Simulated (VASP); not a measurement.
# Mg2FeH6 (Fm-3m) in VASP: notebook

Mg2FeH6 is run at these levels: LDA; tasks: relaxation of the atoms, single point.

Program: VASP 6.6.1. These are calculated values, not measurements. Logs are shortened: lines on timing, memory, paths and dates and some standing lists are left out, and cuts for length are marked.

### 1 The cell of the first run

It takes space group Fm-3m (No. 225, cubic). The conventional cell has a = 6.017 Å, b = 6.017 Å, c = 6.017 Å, α = 90.00°, β = 90.00°, γ = 90.00°. Within 2.8 Å of Mg (site symmetry -43m) lie 12 H at 2.13 Å and 4 Fe at 2.61 Å. Fe (site symmetry m-3m) has 6 H at 1.51 Å within 2.0 Å. H (site symmetry 4mm) has 1 Fe at 1.51 Å within 2.0 Å.

### 2 Relaxation of the atoms, LDA (volume scaled by 0.88)

Contents of INCAR:

```
SYSTEM = Mg2FeH6
PREC     = Accurate       ! precision mode
ENCUT    = 520            ! plane-wave cutoff, eV
EDIFF    = 1E-7           ! SCF threshold, eV
ISMEAR   = 0              ! smearing method
SIGMA    = 0.02           ! smearing width, eV
LREAL    = .False.        ! projectors in reciprocal space
LASPH    = .True.         ! aspherical terms in the spheres
NELM     = 60             ! most SCF steps
ALGO     = Normal         ! electronic algorithm
ISIF     = 2              ! what is computed and relaxed
LWAVE    = .False.        ! write WAVECAR
LCHARG   = .False.        ! write CHGCAR
GGA      = CA             ! functional
IBRION   = 2              ! ionic algorithm
NSW      = 50             ! ionic steps
EDIFFG   = -0.01          ! ionic threshold
```

Contents of KPOINTS:

```
regular mesh
0
Gamma
  8 8 8
  0 0 0
```

Contents of POSCAR:

```
Mg2FeH6
1.0
    0.0000000000      3.0084825655      3.0084825655
    3.0084825655      0.0000000000      3.0084825655
    3.0084825655      3.0084825655      0.0000000000
Mg Fe H
2 1 6
Direct
    0.2500000000      0.2500000000      0.2500000000
    0.7500000000      0.7500000000      0.7500000000
    0.0000000000      0.0000000000      0.0000000000
    0.7492187476      0.2507812524      0.2507812524
    0.2507812524      0.7492187476      0.2507812524
    0.2507812524      0.7492187476      0.7492187476
    0.7492187476      0.2507812524      0.7492187476
    0.2507812524      0.2507812524      0.7492187476
    0.7492187476      0.7492187476      0.2507812524
```

Potentials or basis: VASP PAW LDA potentials, release 64 (Mg, Fe, H).

On the command line:

```console
cat potpaw_LDA.64/Mg/POTCAR potpaw_LDA.64/Fe/POTCAR potpaw_LDA.64/H/POTCAR > POTCAR
mpirun -np 1 vasp_std > vasp.out
```

OUTCAR:

```text
SYSTEM = Mg2FeH6
   PREC = Accurate
   ENCUT = 520
   EDIFF = 1E-7
   ISMEAR = 0
   LREAL = .False.
   LASPH = .True.
   NELM = 60
   ISIF = 2
   GGA = CA
   IBRION = 2
   NSW = 50
   EDIFFG = -0.01

 ion  position               nearest neighbor table
   1  0.250  0.250  0.250-   4 2.13   5 2.13   8 2.13   6 2.13   7 2.13   8 2.13   5 2.13   6 2.13
                             9 2.13   4 2.13   7 2.13   9 2.13   3 2.61   3 2.61   3 2.61   3 2.61
   2  0.750  0.750  0.750-   5 2.13   6 2.13   8 2.13   4 2.13   7 2.13   8 2.13   4 2.13   5 2.13
                             9 2.13   6 2.13   7 2.13   9 2.13   3 2.61   3 2.61   3 2.61   3 2.61
   3  0.000  0.000  0.000-   4 1.51   5 1.51   6 1.51   7 1.51   8 1.51   9 1.51   1 2.61   2 2.61
                             2 2.61   2 2.61   2 2.61   1 2.61   1 2.61   1 2.61
   4  0.749  0.251  0.251-   3 1.51   1 2.13   1 2.13   2 2.13   2 2.13
   5  0.251  0.749  0.251-   3 1.51   1 2.13   1 2.13   2 2.13   2 2.13
   6  0.251  0.749  0.749-   3 1.51   1 2.13   2 2.13   1 2.13   2 2.13
   7  0.749  0.251  0.749-   3 1.51   1 2.13   2 2.13   1 2.13   2 2.13
   8  0.251  0.251  0.749-   3 1.51   1 2.13   1 2.13   2 2.13   2 2.13
   9  0.749  0.749  0.251-   3 1.51   1 2.13   2 2.13   1 2.13   2 2.13

  LATTYP: Found a face centered cubic cell.
 ALAT       =     6.0169651310

  Lattice vectors:

 A1 = (   0.0000000000,   3.0084825655,   3.0084825655)
 A2 = (   3.0084825655,   0.0000000000,   3.0084825655)
 A3 = (   3.0084825655,   3.0084825655,   0.0000000000)

Analysis of symmetry for initial positions (statically):
=====================================================================
 Subroutine PRICEL returns:
 Original cell was already a primitive cell.

 Routine SETGRP: Setting up the symmetry group for a
 face centered cubic supercell.

 Subroutine GETGRP returns: Found 48 space group operations
 (whereof 48 operations were pure point group operations)
 out of a pool of 48 trial point group operations.

The static configuration has the point symmetry O_h .

Analysis of symmetry for dynamics (positions and initial velocities):
=====================================================================
 Subroutine PRICEL returns:
 Original cell was already a primitive cell.

 Routine SETGRP: Setting up the symmetry group for a
 face centered cubic supercell.

 Subroutine GETGRP returns: Found 48 space group operations
 (whereof 48 operations were pure point group operations)
 out of a pool of 48 trial point group operations.

The dynamic configuration has the point symmetry O_h .

 Subroutine INISYM returns: Found 48 space group operations
 (whereof 48 operations are pure point group operations),
 and found     1 'primitive' translations

[... 131 lines left out ...]
  Thomas-Fermi vector in A             =   2.268600
   LORBIT       =      0    0 simple, 1 ext, 2 COOP (PROOUT), +10 PAW based schemes
   GGA     = CA    functional components
   LHFCALC =     F    Hartree Fock is set to
   AEXX    =    0.0000 exact exchange contribution
   IVDW    =     0    specifies the selected vdW correction
   LEPSILON=     F    determine dielectric tensor
   LRPA    =     F    only Hartree local field effects (RPA)
 conjugate gradient relaxation of ions
 non-spin polarized calculation
 Gauss-broadening in eV      SIGMA  =   0.02
  energy-cutoff  :      520.00
  volume of cell :       54.46
 maximum number of plane-waves:      1480
   NGX = 15   NGY = 15   NGZ = 15

--------------------------------------- Ionic step        1  -------------------------------------------

 number of electron      17.9999993 magnetization

 Free energy of the ion-electron system (eV)
  ---------------------------------------------------
  ext. energy  EPLUGINS =         0.00000000
  ---------------------------------------------------
  free energy    TOTEN  =       -37.32245507 eV

  energy without entropy =      -37.32245507  energy(sigma->0) =      -37.32245507

------------------------ aborting loop because EDIFF is reached ----------------------------------------

  FORCE on cell =-STRESS in cart. coord.  units (eV):
  Direction    XX          YY          ZZ          XY          YZ          ZX
  --------------------------------------------------------------------------------------
  -------------------------------------------------------------------------------------
  Total        5.1867525      5.1867525      5.1867525     -0.0000000     -0.0000000      0.0000000
  in kB      152.5926501    152.5926501    152.5926501     -0.0000000     -0.0000000      0.0000000
  external PRESSURE =     152.5926501 kB  Pullay stress =       0.0000000 kB
[... 73 lines left out ...]
--------------------------------------- Ionic step        3  -------------------------------------------

 number of electron      17.9999994 magnetization

 Free energy of the ion-electron system (eV)
  ---------------------------------------------------
  ext. energy  EPLUGINS =         0.00000000
  ---------------------------------------------------
  free energy    TOTEN  =       -37.33341332 eV

  energy without entropy =      -37.33341332  energy(sigma->0) =      -37.33341332

 E-fermi :   3.4072     XC(G=0): -11.2232

 val. band max:        3.2786448412   @ k =  -0.2500   0.5000   0.2500
 cond. band min:       5.1332984978   @ k =   0.5000   0.5000   0.0000
 fundamental gap:      1.8546536566
 Fermi energy:         3.4071943306

 k-point     1 :       0.0000    0.0000    0.0000
  band No.  band energies     occupation
      1      -7.2253      2.00000
      2      -0.1081      2.00000
      3      -0.1081      2.00000
      4       1.1285      2.00000
      5       1.1285      2.00000
      6       1.1285      2.00000
      7       2.3503      2.00000
      8       2.3503      2.00000
      9       2.3503      2.00000
     10       9.2741      0.00000
     11       9.2741      0.00000
     12       9.3153      0.00000
     13       9.3153      0.00000
     14       9.3153      0.00000
[... 377 lines left out ...]
      1      -4.0476      2.00000
      2      -3.9143      2.00000
      3      -1.2635      2.00000
      4      -0.9833      2.00000
      5       0.4197      2.00000
      6       1.4493      2.00000
      7       2.8784      2.00000
      8       2.8832      2.00000
      9       3.1777      2.00000
     10       6.3245      0.00000
     11       7.4892      0.00000
     12       9.5443      0.00000
     13      10.0018      0.00000
     14      11.2567      0.00000

 [... further k-points ...]
[... 5 lines left out ...]
  --------------------------------------------------------------------------------------
  -------------------------------------------------------------------------------------
  Total        4.6655918      4.6655918      4.6655918     -0.0000000      0.0000000      0.0000000
  in kB      137.2602626    137.2602626    137.2602626     -0.0000000      0.0000000      0.0000000
  external PRESSURE =     137.2602626 kB  Pullay stress =       0.0000000 kB
[... 24 lines left out ...]
  FREE ENERGIE OF THE ION-ELECTRON SYSTEM (eV)
  ---------------------------------------------------
  free  energy   TOTEN  =       -37.3334133225 eV

  energy  without entropy=      -37.3334133225  energy(sigma->0) =      -37.33341332

 reached required accuracy - stopping structural energy minimisation
```

Run time: 18 s. Hardware: 1 thread of Intel Xeon 6975P-C (Granite Rapids), shared host; peak memory 0.17 GiB.

What came out:

```yaml
Free_energy: -37.3334 eV
Energy_gained_by_relaxing: 1.2 meV/atom
Ionic_steps: 3
Pressure_after_relaxing: 13.7 GPa
Band_gap_on_the_k_mesh: 1.85 eV, direct
```

The path:
```csv
step,energy change (eV),largest force (eV/Å),pressure (GPa)
1,0.0000,0.2436,15.26
2,-0.0104,0.0533,14.05
3,-0.0110,0.0001,13.73
```

Final structure:
```cif
data_structure
_symmetry_space_group_name_H-M 'P 1'
_symmetry_Int_Tables_number 1
_cell_length_a 4.2546
_cell_length_b 4.2546
_cell_length_c 4.2546
_cell_angle_alpha 60.000
_cell_angle_beta 60.000
_cell_angle_gamma 60.000
_cell_volume 54.46
loop_
_atom_site_label
_atom_site_type_symbol
_atom_site_fract_x
_atom_site_fract_y
_atom_site_fract_z
_atom_site_occupancy
Mg1 Mg 0.25000 0.25000 0.25000 1
Mg2 Mg 0.75000 0.75000 0.75000 1
Fe1 Fe 0.00000 0.00000 0.00000 1
H1 H 0.74670 0.25330 0.25330 1
H2 H 0.25330 0.74670 0.25330 1
H3 H 0.25330 0.74670 0.74670 1
H4 H 0.74670 0.25330 0.74670 1
H5 H 0.25330 0.25330 0.74670 1
H6 H 0.74670 0.74670 0.25330 1
```

Levels at points of the mesh, in eV from the valence-band top:
| k point | band 6 | band 7 | band 8 | band 9 | band 10 | band 11 | band 12 | band 13 |
| --- | --- | --- | --- | --- | --- | --- | --- | --- |
| (0.00, 0.00, 0.00) | -2.15 | -0.93 | -0.93 | -0.93 | 6.00 | 6.00 | 6.04 | 6.04 |
| (0.50, 0.00, 0.00) | -1.55 | -0.50 | -0.34 | -0.34 | 3.75 | 3.75 | 4.19 | 6.36 |
| (0.50, 0.50, 0.00) | -2.90 | -1.64 | 0.00 | 0.00 | 1.85 | 4.57 | 7.22 | 9.65 |

### 3 Single point, LDA (volume scaled by 0.94, then relaxed in part)

Contents of INCAR:

```
ALGO = Normal
EDIFF = 1E-6
ENCUT = 520
ISIF = 2
ISMEAR = 0
LASPH = T
LCHARG = T
LELF = T
LREAL = F
LVHAR = T
LWAVE = F
NBANDS = 19
NELM = 80
PREC = Accurate
SIGMA = 0.02
```

Contents of KPOINTS:

```
k-points
0
Gamma
  8 8 8
```

Contents of POSCAR:

```
Mg2FeH6
1.0
    0.0000000000      3.0753595150      3.0753595150
    3.0753595150      0.0000000000      3.0753595150
    3.0753595150      3.0753595150      0.0000000000
Mg Fe H
2 1 6
Direct
    0.2500000000      0.2500000000      0.2500000000
    0.7500000000      0.7500000000      0.7500000000
    0.0000000000      0.0000000000      0.0000000000
    0.7511383792      0.2488616208      0.2488616208
    0.2488616208      0.7511383792      0.2488616208
    0.2488616208      0.7511383792      0.7511383792
    0.7511383792      0.2488616208      0.7511383792
    0.2488616208      0.2488616208      0.7511383792
    0.7511383792      0.7511383792      0.2488616208
```

Potentials or basis: VASP PAW LDA potentials, release 64 (Mg, Fe, H).

On the command line:

```console
cat potpaw_LDA.64/Mg/POTCAR potpaw_LDA.64/Fe/POTCAR potpaw_LDA.64/H/POTCAR > POTCAR
mpirun -np 1 vasp_std > vasp.out
```

Run time: 30 s. Hardware: 1 thread of Intel Xeon 6975P-C, shared host; peak memory 0.17 GiB.

It converged, with:

- Free energy: -37.5544 eV
- Pressure: 5.7 GPa
- Largest force: 0.043 eV/Å
- Band gap on the k mesh: 1.81 eV, direct

Forces on the atoms (eV/Å):
```
Mg   0.000  0.000  0.000
Mg   0.000  0.000  0.000
Fe   0.000  0.000  0.000
H    0.043  0.000  0.000
H    0.000  0.043  0.000
H   -0.043  0.000  0.000
H    0.000 -0.043  0.000
H    0.000  0.000  0.043
H    0.000  0.000 -0.043
```

Levels at points of the mesh, in eV from the valence-band top:
```
           k point  band 5  band 6  band 7  band 8  band 9  band 10  band 11  band 12  band 13  band 14
(0.00, 0.00, 0.00)   -2.12   -2.12   -0.86   -0.86   -0.86     5.72     5.72     5.72     5.74     5.74
(0.50, 0.00, 0.00)   -1.65   -1.65   -0.50   -0.32   -0.32     3.63     3.63     4.09     5.82     7.86
(0.50, 0.50, 0.00)   -3.68   -2.90   -1.56    0.00    0.00     1.81     4.23     6.90     8.98     9.61
```

 A k mesh can miss the band edges.

### 4 Single point, LDA (volume scaled by 1.03, then relaxed in part)

Contents of INCAR:

```
  PREC = Accurate
  ENCUT = 520
  EDIFF = 1E-6
  ISMEAR = 0
  SIGMA = 0.02
  LREAL = False
  LASPH = True
  NELM = 100
  ALGO = Normal
  ISIF = 2
  LWAVE = False
  LCHARG = False
  GGA = CA
  NBANDS = 19
```

Contents of KPOINTS:

```
Automatic mesh
0
Gamma
  8 8 8
```

Contents of POSCAR:

```
Mg2FeH6
1.0
    0.0000000000      3.1705335262      3.1705335262
    3.1705335262      0.0000000000      3.1705335262
    3.1705335262      3.1705335262      0.0000000000
Mg Fe H
2 1 6
Direct
    0.2500000000      0.2500000000      0.2500000000
    0.7500000000      0.7500000000      0.7500000000
    0.0000000000      0.0000000000      0.0000000000
    0.7566241638      0.2433758362      0.2433758362
    0.2433758362      0.7566241638      0.2433758362
    0.2433758362      0.7566241638      0.7566241638
    0.7566241638      0.2433758362      0.7566241638
    0.2433758362      0.2433758362      0.7566241638
    0.7566241638      0.7566241638      0.2433758362
```

On the command line:

```console
cat potpaw_LDA.64/Mg/POTCAR potpaw_LDA.64/Fe/POTCAR potpaw_LDA.64/H/POTCAR > POTCAR
mpirun -np 1 vasp_std > vasp.out
```

Run time: 40 s. Hardware: 1 thread of Intel Xeon 6975P-C, shared host; peak memory 0.19 GiB.

Results (log left out):

```yaml
Free_energy: -37.5874 eV
Pressure: -3.0 GPa
Largest_force: 0.038 eV/Å
Band_gap_on_the_k_mesh: 1.75 eV, direct
```

Forces on the atoms (eV/Å):
```
Mg   0.000  0.000  0.000
Mg   0.000  0.000  0.000
Fe   0.000  0.000  0.000
H    0.038  0.000  0.000
H    0.000  0.038  0.000
H   -0.038  0.000  0.000
H    0.000 -0.038  0.000
H    0.000  0.000  0.038
H    0.000  0.000 -0.038
```

Levels at points of the mesh, in eV from the valence-band top:
```csv
k point,band 6,band 7,band 8,band 9,band 10,band 11,band 12,band 13
"(0.00, 0.00, 0.00)",-2.10,-0.78,-0.78,-0.78,5.29,5.29,5.29,5.39
"(0.50, 0.00, 0.00)",-1.77,-0.50,-0.29,-0.29,3.45,3.45,3.93,5.11
"(0.50, 0.50, 0.00)",-2.89,-1.46,0.00,0.00,1.75,3.78,6.45,8.08
```

### 5 Single point, LDA (volume scaled by 1.06, then relaxed in part)

Contents of INCAR:

```
ALGO = Normal
EDIFF = 1E-7
ENCUT = 520
ISIF = 2
ISMEAR = 0
LASPH = True
LCHARG = True
LELF = True
LREAL = False
LVHAR = True
LWAVE = False
NBANDS = 19
NELM = 60
PREC = Accurate
SIGMA = 0.02
```

Contents of KPOINTS:

```
k-points
0
Gamma
  8 8 8
```

Contents of POSCAR:

```
Mg2FeH6
1.0
    0.0000000000      3.2010212957      3.2010212957
    3.2010212957      0.0000000000      3.2010212957
    3.2010212957      3.2010212957      0.0000000000
Mg Fe H
2 1 6
Direct
    0.2500000000      0.2500000000      0.2500000000
    0.7500000000      0.7500000000      0.7500000000
    0.0000000000      0.0000000000      0.0000000000
    0.7583585156      0.2416414844      0.2416414844
    0.2416414844      0.7583585156      0.2416414844
    0.2416414844      0.7583585156      0.7583585156
    0.7583585156      0.2416414844      0.7583585156
    0.2416414844      0.2416414844      0.7583585156
    0.7583585156      0.7583585156      0.2416414844
```

On the command line:

```console
cat potpaw_LDA.64/Mg/POTCAR potpaw_LDA.64/Fe/POTCAR potpaw_LDA.64/H/POTCAR > POTCAR
mpirun -np 1 vasp_std > vasp.out
```

It took 33 s on 1 thread of Intel Xeon 6975P-C, shared host; peak memory 0.19 GiB.

Results (log left out):

```yaml
Free_energy: -37.5394 eV
Pressure: -5.2 GPa
Largest_force: 0.036 eV/Å
Band_gap_on_the_k_mesh: 1.73 eV, direct
```

Forces in eV/Å, atoms in the order of the input:
```
Mg   0.000  0.000  0.000
Mg   0.000  0.000  0.000
Fe   0.000  0.000  0.000
H    0.036  0.000  0.000
H    0.000  0.036  0.000
H   -0.036  0.000  0.000
H    0.000 -0.036  0.000
H    0.000  0.000  0.036
H    0.000  0.000 -0.036
```

Levels at points of the mesh, in eV from the valence-band top:
```tsv
k point	band 5	band 6	band 7	band 8	band 9	band 10	band 11	band 12	band 13	band 14
(0.00, 0.00, 0.00)	-2.09	-2.09	-0.76	-0.76	-0.76	5.17	5.17	5.17	5.29	5.29
(0.50, 0.00, 0.00)	-1.80	-1.80	-0.50	-0.29	-0.29	3.40	3.40	3.88	4.90	7.31
(0.50, 0.50, 0.00)	-3.52	-2.88	-1.43	0.00	0.00	1.73	3.64	6.33	7.80	9.17
```

 A k mesh can miss the band edges.

(Continued in part 2 of 2.)
